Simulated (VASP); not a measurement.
Here is a VASP 6.6.1 calculation.

File INCAR:

```
PREC = Accurate ; ENCUT = 600
EDIFF = 1E-7 ; ISMEAR = -1
SIGMA = 0.05 ; LREAL = False
LASPH = True ; NELM = 100
ALGO = Normal ; ISIF = 3
LWAVE = False ; LCHARG = False
GGA = PE ; IVDW = 13
IBRION = 2 ; NSW = 60
EDIFFG = -0.01
```

Contents of KPOINTS:

```
regular mesh
0
Gamma
  12 12 12
```

File POSCAR:

```
Si2W
1.0
   -1.6069000000      1.6069000000      3.9149500000
    1.6069000000     -1.6069000000      3.9149500000
    1.6069000000      1.6069000000     -3.9149500000
W Si
1 2
Direct
    0.0000000000      0.0000000000      0.0000000000
    0.6653000000      0.6653000000      0.0000000000
    0.3347000000      0.3347000000      0.0000000000
```

Potentials or basis: VASP PAW PBE potentials, release 64 (W_sv, Si).

Run with:

```sh
$ cat potpaw_PBE.64/W_sv/POTCAR potpaw_PBE.64/Si/POTCAR > POTCAR
$ mpirun -np 1 vasp_std > vasp.out
```

Problem. What does it give for the relaxed volume?

Solution. 13.31 Å³/atom.

Problem. What does it give for the relaxed cell?

Solution. a = 4.512 Å, b = 4.512 Å, c = 4.512 Å, α = 138.49°, β = 138.49°, γ = 60.16°.

Forces on the atoms (eV/Å):
```
W    0.000  0.000  0.000
Si   0.000  0.000 -0.004
Si   0.000  0.000  0.004
```

Caveat: pairwise dispersion overbinds metals, which lowers pressure and volume.
